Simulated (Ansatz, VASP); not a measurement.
Al32Si in VASP and in Ansatz

```
Al Si
1.0
     8.10000    0.00000    0.00000
     0.00000    8.10000    0.00000
     0.00000    0.00000    8.10000
Al Si
32 1
Cartesian
  4.0416 -0.0102 -0.0116
  6.0752 2.0250 -0.4132
  6.0753 -0.4091 2.0247
  0.0113 -0.0090 -0.0104
  2.0281 2.0252 -0.0947
  4.0418 4.0604 -0.0115
  6.0772 6.0754 -0.0947
  2.0281 -0.0939 2.0236
  3.6460 2.0250 2.0246
  6.0753 4.4609 2.0247
  4.0413 -0.0106 4.0596
  6.0756 2.0250 4.4568
  6.0773 -0.0939 6.0733
  0.0112 4.0593 -0.0102
  2.0263 6.0751 -0.0276
  0.4160 2.0250 2.0250
  2.0281 4.1441 2.0236
  3.9572 6.0754 2.0235
  0.0120 -0.0097 4.0588
  2.0283 2.0252 4.1434
  4.0415 4.0609 4.0595
  6.0775 6.0754 4.1433
  2.0264 -0.0264 6.0742
  3.9572 2.0252 6.0732
  6.0773 4.1441 6.0733
  0.0952 6.0754 2.0238
  0.0119 4.0600 4.0586
  2.0264 6.0751 4.0754
  0.0952 2.0252 6.0734
  2.0264 4.0766 6.0742
  4.0253 6.0751 6.0741
  0.0283 6.0751 6.0743
  6.0826 2.0262 2.0210
```

Alike in both runs: functional PBE; dispersion D3(BJ); k mesh 2 × 2 × 2; occupations gaussian, width 0.05 eV; no spin polarisation.

Ansatz relaxed the structure, and its values are those at the end. VASP's run is a single point on that final structure, the one shown.

```csv
,VASP,Ansatz
version,VASP 6.6.1,Ansatz 0.2.0
potentials or method,"VASP PAW PBE potentials, release 64 (Al, Si), cutoff 400 eV","scalar-relativistic, plane waves, PAW"
valence electrons in the cell,100,100
```

|  | VASP | Ansatz | Ansatz less VASP |
| --- | --- | --- | --- |
| rms of the force components (eV/Å) | 0.010 | 0.010 | +0.0005 |

The k mesh is coarse, so the values compare programs but aren't converged.
